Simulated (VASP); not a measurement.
# Cu3N (Pm-3m) in VASP: a series of runs

Runs on Cu3N. Level: PBE. Tasks: single point.

Program: VASP 6.6.1. These are calculated values, not measurements. Logs are shortened: lines on timing, memory, paths and dates and some standing lists are left out, and cuts for length are marked.

### Step 1. The cell of the first run

Symmetry: Pm-3m, No. 221, cubic system. Conventional cell: a = 3.789 Å, b = 3.789 Å, c = 3.789 Å, α = 90.00°, β = 90.00°, γ = 90.00°. Within 2.5 Å of Cu (site symmetry 4/mmm) lie 2 N at 1.89 Å. N (site symmetry m-3m) has 6 Cu at 1.89 Å within 2.5 Å.

### Step 2. Single point, PBE

Input file INCAR:

```
PREC     = Accurate       # precision mode
ENCUT    = 600            # plane-wave cutoff, eV
EDIFF    = 1E-6           # SCF threshold, eV
ISMEAR   = 0              # smearing method
SIGMA    = 0.01           # smearing width, eV
LREAL    = F              # projectors in reciprocal space
LASPH    = T              # aspherical terms in the spheres
NELM     = 120            # most SCF steps
ALGO     = Normal         # electronic algorithm
ISIF     = 2              # what is computed and relaxed
LWAVE    = F              # write WAVECAR
LCHARG   = T              # write CHGCAR
GGA      = PE             # functional
LELF     = T              # ELF
LVHAR    = T            
NBANDS   = 27             # bands
GGA_COMPAT= F
```

Input file KPOINTS:

```
regular mesh
0
Gamma
  10 10 10
```

Input file POSCAR:

```
Cu3N
1.0
    3.7887383448      0.0000000000      0.0000000000
    0.0000000000      3.7887383448      0.0000000000
    0.0000000000      0.0000000000      3.7887383448
Cu N
3 1
Direct
    0.5000000000      0.0000000000      0.0000000000
    0.0000000000      0.5000000000      0.0000000000
    0.0000000000      0.0000000000      0.5000000000
    0.0000000000      0.0000000000      0.0000000000
```

Potentials or basis: VASP PAW PBE potentials, release 64 (Cu, N).

Run with:

```
$ cat potpaw_PBE.64/Cu/POTCAR potpaw_PBE.64/N/POTCAR > POTCAR
$ mpirun -np 1 vasp_std > vasp.out
```

OUTCAR:

```text
PREC = Accurate
   ENCUT = 600
   EDIFF = 1E-6
   ISMEAR = 0
   LREAL = F
   LASPH = T
   NELM = 120
   ISIF = 2
   GGA = PE

 ion  position               nearest neighbor table
   1  0.500  0.000  0.000-   4 1.89   4 1.89   2 2.68   3 2.68   2 2.68   2 2.68   3 2.68   3 2.68
                             3 2.68   2 2.68
   2  0.000  0.500  0.000-   4 1.89   4 1.89   1 2.68   3 2.68   1 2.68   3 2.68   3 2.68   3 2.68
                             1 2.68   1 2.68
   3  0.000  0.000  0.500-   4 1.89   4 1.89   1 2.68   1 2.68   2 2.68   2 2.68   2 2.68   2 2.68
                             1 2.68   1 2.68
   4  0.000  0.000  0.000-   1 1.89   2 1.89   3 1.89   3 1.89   2 1.89   1 1.89

  LATTYP: Found a simple cubic cell.
 ALAT       =     3.7887383448

  Lattice vectors:

 A1 = (   3.7887383448,   0.0000000000,   0.0000000000)
 A2 = (   0.0000000000,   3.7887383448,   0.0000000000)
 A3 = (   0.0000000000,   0.0000000000,   3.7887383448)

Analysis of symmetry for initial positions (statically):
=====================================================================
 Subroutine PRICEL returns:
 Original cell was already a primitive cell.

 Routine SETGRP: Setting up the symmetry group for a
 simple cubic supercell.

 Subroutine GETGRP returns: Found 48 space group operations
 (whereof 48 operations were pure point group operations)
 out of a pool of 48 trial point group operations.

The static configuration has the point symmetry O_h .

Analysis of symmetry for dynamics (positions and initial velocities):
=====================================================================
 Subroutine PRICEL returns:
 Original cell was already a primitive cell.

 Routine SETGRP: Setting up the symmetry group for a
 simple cubic supercell.

 Subroutine GETGRP returns: Found 48 space group operations
 (whereof 48 operations were pure point group operations)
 out of a pool of 48 trial point group operations.

The dynamic configuration has the point symmetry O_h .

 Subroutine INISYM returns: Found 48 space group operations
 (whereof 48 operations are pure point group operations),
 and found     1 'primitive' translations

----------------------------------------------------------------------------------------

                                     Primitive cell

  volume of cell :      54.3856

  direct lattice vectors                    reciprocal lattice vectors
     3.788738345  0.000000000  0.000000000     0.263940106  0.000000000  0.000000000
     0.000000000  3.788738345  0.000000000     0.000000000  0.263940106  0.000000000
     0.000000000  0.000000000  3.788738345     0.000000000  0.000000000  0.263940106

  length of vectors
     3.788738345  3.788738345  3.788738345     0.263940106  0.263940106  0.263940106

  position of ions in fractional coordinates (direct lattice)
     0.500000000  0.000000000  0.000000000
     0.000000000  0.500000000  0.000000000
     0.000000000  0.000000000  0.500000000
     0.000000000  0.000000000  0.000000000

  ion indices of the primitive-cell ions
   primitive index   ion index
                 1           1
                 2           2
                 3           3
                 4           4

----------------------------------------------------------------------------------------

 KPOINTS: regular mesh

Automatic generation of k-mesh.
 Grid dimensions read from file:
 generate k-points for:   10   10   10

 Generating k-lattice:

  Cartesian coordinates                     Fractional coordinates (reciprocal lattice)
     0.026394011  0.000000000  0.000000000     0.100000000  0.000000000  0.000000000
     0.000000000  0.026394011  0.000000000     0.000000000  0.100000000  0.000000000
     0.000000000  0.000000000  0.026394011     0.000000000  0.000000000  0.100000000

  Length of vectors
     0.026394011  0.026394011  0.026394011

  Shift w.r.t. Gamma in fractional coordinates (k-lattice)
     0.000000000  0.000000000  0.000000000

 Subroutine IBZKPT returns following result:
 ===========================================

 Found     56 irreducible k-points:

 Following reciprocal coordinates:
            Coordinates               Weight
  0.000000  0.000000  0.000000      1.000000
  0.100000  0.000000  0.000000      6.000000
  0.200000  0.000000  0.000000      6.000000
  0.300000  0.000000  0.000000      6.000000
  0.400000  0.000000  0.000000      6.000000
  0.500000  0.000000  0.000000      3.000000
[... 16 lines left out ...]
  0.200000  0.100000  0.100000     24.000000
  0.300000  0.100000  0.100000     24.000000
 [... further k-points ...]
   k-points           NKPTS =     56   k-points in BZ     NKDIM =     56   number of bands    NBANDS=     27
   number of dos      NEDOS =    301   number of ions     NIONS =      4
   total plane-waves  NPLWV =  27000
   dimension x,y,z NGX =    30 NGY =   30 NGZ =   30
   dimension x,y,z NGXF=    60 NGYF=   60 NGZF=   60
   ions per type =               3   1
   NGX,Y,Z   is equivalent  to a cutoff of  13.16, 13.16, 13.16 a.u.
   NGXF,Y,Z  is equivalent  to a cutoff of  26.33, 26.33, 26.33 a.u.
 SYSTEM =  unknown system
   PREC   = accura    normal or accurate (medium, high low for compatibility)
   ISTART =      0    job   : 0-new  1-cont  2-samecut
   ICHARG =      2    charge: 1-file 2-atom 10-const
   ISPIN  =      1    spin polarized calculation?
   LNONCOLLINEAR =      F non collinear calculations
   LSORBIT =      F    spin-orbit coupling
   LASPH  =      T    aspherical Exc in radial PAW
   ENCUT  =  600.0 eV  44.10 Ry    6.64 a.u.   7.57  7.57  7.57*2*pi/ulx,y,z
   NELM   =    120;   NELMIN=  2; NELMDL= -5     # of ELM steps
   EDIFF  = 0.1E-05   stopping-criterion for ELM
   LREAL  =      F    real-space projection
   EDIFFG = 0.1E-04   stopping-criterion for IOM
   NSW    =      0    number of steps for IOM
   IBRION =     -1    ionic relax: 0-MD 1-quasi-New 2-CG
   NFREE  =      0    steps in history (QN), initial steepest desc. (CG)
   ISIF   =      2    stress and relaxation
   ISYM   =      2    0-nonsym 1-usesym 2-fastsym
   POTIM  = 0.5000    time-step for ionic-motion
   TEBEG  =    0.0;   TEEND  =   0.0 temperature during run
   PSTRESS=    0.0 pullay stress
   NELECT =      38.0000    total number of electrons
   NUPDOWN=      -1.0000    fix difference up-down
   EMIN   =  10.00;   EMAX   =-10.00  energy-range for DOS
   EFERMI =   0.00;   METHOD = LEGACY
   ISMEAR =     0;   SIGMA  =   0.01  broadening in eV -4-tet -1-fermi 0-gaus
   EFERMI_NEDOS =   21; number of points for ismear=-14 and -15
   IALGO  =     38    algorithm
   IMIX   =      4    mixing-type and parameters
     AMIX     =   0.40;   BMIX     =  1.00
     AMIX_MAG =   1.60;   BMIX_MAG =  1.00
  volume/ion in A,a.u.               =      13.60        91.75
  Fermi-wavevector in a.u.,A,eV,Ry     =   1.452696  2.745197 28.712725  2.110326
  Thomas-Fermi vector in A             =   2.570048
   LORBIT       =      0    0 simple, 1 ext, 2 COOP (PROOUT), +10 PAW based schemes
   GGA     = PE    functional components
   LHFCALC =     F    Hartree Fock is set to
   AEXX    =    0.0000 exact exchange contribution
   IVDW    =     0    specifies the selected vdW correction
   LEPSILON=     F    determine dielectric tensor
   LRPA    =     F    only Hartree local field effects (RPA)
 non-spin polarized calculation
 Gauss-broadening in eV      SIGMA  =   0.01
  energy-cutoff  :      600.00
  volume of cell :       54.39
 maximum number of plane-waves:      1856
   NGX = 15   NGY = 15   NGZ = 15

 number of electron      37.9999989 magnetization

 Free energy of the ion-electron system (eV)
  ---------------------------------------------------
  ext. energy  EPLUGINS =         0.00000000
  ---------------------------------------------------
  free energy    TOTEN  =       -18.36546866 eV

  energy without entropy =      -18.36546866  energy(sigma->0) =      -18.36546866

 E-fermi :   5.1800     XC(G=0): -10.8953

 val. band max:        5.1368789098   @ k =   0.5000   0.5000   0.5000
 cond. band min:       5.2829605189   @ k =   0.5000   0.5000   0.0000
 fundamental gap:      0.1460816091
 Fermi energy:         5.1800102865

 k-point     1 :       0.0000    0.0000    0.0000
  band No.  band energies     occupation
      1     -11.8737      2.00000
      2      -0.2331      2.00000
      3       0.2561      2.00000
      4       0.2561      2.00000
      5       0.2561      2.00000
      6       1.1654      2.00000
[... 19 lines left out ...]
     26      17.5121      0.00000
     27      17.5124      0.00000

 k-point     2 :       0.1000    0.0000    0.0000
  band No.  band energies     occupation
      1     -11.8357      2.00000
      2      -0.3734      2.00000
      3       0.0915      2.00000
      4       0.1377      2.00000
      5       0.1377      2.00000
      6       1.1762      2.00000
[... 19 lines left out ...]
     26      16.9111      0.00000
     27      17.0325      0.00000

 k-point     3 :       0.2000    0.0000    0.0000
  band No.  band energies     occupation
      1     -11.7329      2.00000
      2      -1.0500      2.00000
      3      -0.0890      2.00000
      4      -0.0890      2.00000
      5       0.2154      2.00000
      6       1.2051      2.00000
[... 19 lines left out ...]
     26      15.6596      0.00000
     27      16.1303      0.00000

 k-point     4 :       0.3000    0.0000    0.0000
  band No.  band energies     occupation
      1     -11.5989      2.00000
      2      -1.7852      2.00000
      3      -0.2950      2.00000
      4      -0.2950      2.00000
      5       0.5334      2.00000
      6       1.2426      2.00000
[... 19 lines left out ...]
     26      14.7678      0.00000
     27      15.2874      0.00000
[... 516 lines left out ...]
      4      -0.3065      2.00000
      5       0.2587      2.00000
      6       1.3098      2.00000
[... 19 lines left out ...]
     26      15.7129      0.00000
     27      15.7129      0.00000

 k-point    23 :       0.2000    0.1000    0.1000
  band No.  band energies     occupation
      1     -11.6564      2.00000
      2      -1.1042      2.00000
      3      -0.5178      2.00000
      4      -0.4717      2.00000
      5       0.4084      2.00000
      6       1.3367      2.00000
[... 19 lines left out ...]
     26      14.6394      0.00000
     27      15.2480      0.00000

 k-point    24 :       0.3000    0.1000    0.1000
  band No.  band energies     occupation
      1     -11.5219      2.00000
      2      -1.8205      2.00000
      3      -0.6428      2.00000
      4      -0.6378      2.00000
      5       0.6937      2.00000
      6       1.3809      2.00000
[... 19 lines left out ...]
     26      14.4483      0.00000
     27      15.5299      0.00000

 [... further k-points ...]
[... 5 lines left out ...]
  --------------------------------------------------------------------------------------
  -------------------------------------------------------------------------------------
  Total        1.5606407      1.5606407      1.5606407      0.0000000     -0.0000000      0.0000000
  in kB       45.9758384     45.9758384     45.9758384      0.0000000     -0.0000000      0.0000000
  external PRESSURE =      45.9758384 kB  Pullay stress =       0.0000000 kB

 VOLUME and BASIS-vectors are now :
 -----------------------------------------------------------------------------
  energy-cutoff  :      600.00
  volume of cell :       54.39
      direct lattice vectors                 reciprocal lattice vectors
     3.788738345  0.000000000  0.000000000     0.263940106  0.000000000  0.000000000
     0.000000000  3.788738345  0.000000000     0.000000000  0.263940106  0.000000000
     0.000000000  0.000000000  3.788738345     0.000000000  0.000000000  0.263940106

 POSITION                                       TOTAL-FORCE (eV/Angst)
 -----------------------------------------------------------------------------------
      1.89437      0.00000      0.00000         0.000000      0.000000      0.000000
      0.00000      1.89437      0.00000         0.000000      0.000000      0.000000
      0.00000      0.00000      1.89437         0.000000      0.000000      0.000000
      0.00000      0.00000      0.00000         0.000000      0.000000      0.000000
 -----------------------------------------------------------------------------------
    total drift:                                0.000000      0.000000      0.000000

  FREE ENERGIE OF THE ION-ELECTRON SYSTEM (eV)
  ---------------------------------------------------
  free  energy   TOTEN  =       -18.3654686606 eV

  energy  without entropy=      -18.3654686606  energy(sigma->0) =      -18.36546866
```

Run time: 55 s. Hardware: 1 thread of AMD EPYC 9R45 (Zen 5), shared host; peak memory 0.19 GiB.

What came out:

```yaml
Free_energy: -18.3655 eV
Pressure: 4.6 GPa
Band_gap_on_the_k_mesh: 0.15 eV (least direct gap 0.69 eV)
```

Caveat: the cell stands under pressure.

### Step 3. Single point, PBE

This run uses another cell than the first one, of 14.01 Å³/atom.

Input file INCAR:

```
SYSTEM = Cu3N
PREC     = Accurate       ! precision mode
ENCUT    = 600            ! plane-wave cutoff, eV
EDIFF    = 1E-6           ! SCF threshold, eV
ISMEAR   = 0              ! smearing method
SIGMA    = 0.01           ! smearing width, eV
LREAL    = .FALSE.        ! projectors in reciprocal space
LASPH    = .TRUE.         ! aspherical terms in the spheres
NELM     = 120            ! most SCF steps
ALGO     = Normal         ! electronic algorithm
ISIF     = 2              ! what is computed and relaxed
LWAVE    = .FALSE.        ! write WAVECAR
LCHARG   = .FALSE.        ! write CHGCAR
GGA      = PE             ! functional
NBANDS   = 27             ! bands
GGA_COMPAT= .FALSE.
```

Input file KPOINTS:

```
Automatic mesh
0
G
  10 10 10
  0 0 0
```

Input file POSCAR:

```
Cu3N
1.0
    3.8270084290      0.0000000000      0.0000000000
    0.0000000000      3.8270084290      0.0000000000
    0.0000000000      0.0000000000      3.8270084290
Cu N
3 1
Direct
    0.5000000000      0.0000000000      0.0000000000
    0.0000000000      0.5000000000      0.0000000000
    0.0000000000      0.0000000000      0.5000000000
    0.0000000000      0.0000000000      0.0000000000
```

Potentials or basis: VASP PAW PBE potentials, release 64 (Cu, N).

Run with:

```
$ cat potpaw_PBE.64/Cu/POTCAR potpaw_PBE.64/N/POTCAR > POTCAR
$ mpirun -np 1 vasp_std > vasp.out
```

Run time: 57 s. Hardware: 1 thread of AMD EPYC 9R45 (Zen 5), shared host; peak memory 0.19 GiB.

It converged, with:

```yaml
Free_energy: -18.3918 eV
Pressure: 0.8 GPa
Band_gap_on_the_k_mesh: 0.25 eV (least direct gap 0.78 eV)
```

Levels at points of the mesh, in eV from the valence-band top:
```
           k point  band 16  band 17  band 18  band 19  band 20  band 21  band 22  band 23
(0.00, 0.00, 0.00)    -1.79    -1.79    -1.79    -1.76     0.97     5.25     5.25     6.60
(0.50, 0.00, 0.00)    -2.14    -1.79    -1.38    -1.38     1.54     3.33     6.71     7.19
(0.50, 0.50, 0.00)    -2.10    -1.05    -1.05    -0.67     0.25     3.53     4.81     4.81
(0.50, 0.50, 0.50)    -1.83     0.00     0.00     0.00     0.87     0.87     0.87     6.15
```

A k mesh can miss the band edges.

### Step 4. Single point, PBE (equal strain along all axes, cell held: +1.0 %)

INCAR: that of step 3 with these lines changed.

```diff
@@ -12,4 +12,6 @@
 LWAVE    = .FALSE.        ! write WAVECAR
-LCHARG   = .FALSE.        ! write CHGCAR
+LCHARG   = .TRUE.         ! write CHGCAR
 GGA      = PE             ! functional
+LELF     = .TRUE.         ! ELF
+LVHAR    = .TRUE.       
 NBANDS   = 27             ! bands
```

KPOINTS is that of step 3.

Input file POSCAR:

```
Cu3N
1.0
    3.8652785133      0.0000000000      0.0000000000
    0.0000000000      3.8652785133      0.0000000000
    0.0000000000      0.0000000000      3.8652785133
Cu N
3 1
Direct
    0.5000000000      0.0000000000      0.0000000000
    0.0000000000      0.5000000000      0.0000000000
    0.0000000000      0.0000000000      0.5000000000
    0.0000000000      0.0000000000      0.0000000000
```

Run with:

```
$ cat potpaw_PBE.64/Cu/POTCAR potpaw_PBE.64/N/POTCAR > POTCAR
$ mpirun -np 1 vasp_std > vasp.out
```

It took 60 s on 1 thread of AMD EPYC 9R45 (Zen 5), shared host; peak memory 0.2 GiB.

Results (log left out):

```yaml
Free_energy: -18.3812 eV
Pressure: -2.5 GPa
Band_gap_on_the_k_mesh: 0.34 eV (least direct gap 0.87 eV)
```

Levels at points of the mesh, in eV from the valence-band top:
```csv
k point,band 16,band 17,band 18,band 19,band 20,band 21,band 22,band 23
"(0.00, 0.00, 0.00)",-1.72,-1.72,-1.72,-1.68,0.89,5.13,5.13,6.55
"(0.50, 0.00, 0.00)",-2.05,-1.72,-1.32,-1.32,1.46,3.30,6.53,7.13
"(0.50, 0.50, 0.00)",-2.02,-1.00,-1.00,-0.63,0.34,3.41,4.75,4.75
"(0.50, 0.50, 0.50)",-1.76,0.00,0.00,0.00,0.97,0.97,0.97,6.15
```

Caveat: the cell differs from its parent crystal (equal strain along all axes, cell held: +1.0 %). A k mesh can miss the band edges.

### Step 5. Summary

```csv
cell,gap on the mesh (eV),pressure (GPa)
"a = 3.789 Å, 4 atoms",0.15,4.6
"a = 3.827 Å, 4 atoms",0.25,0.8
"a = 3.865 Å, 4 atoms",0.34,-2.5
```

Alike in all rows: task single point; level PBE; potentials or basis VASP PAW PBE potentials, release 64 (Cu, N); no spin polarisation; k mesh 10 × 10 × 10; cutoff (eV) 600; smearing gaussian 0.01 eV.

Caveats: the cell stands under pressure (at least some runs).

Absolute energies hang on the potentials; compare differences alone.
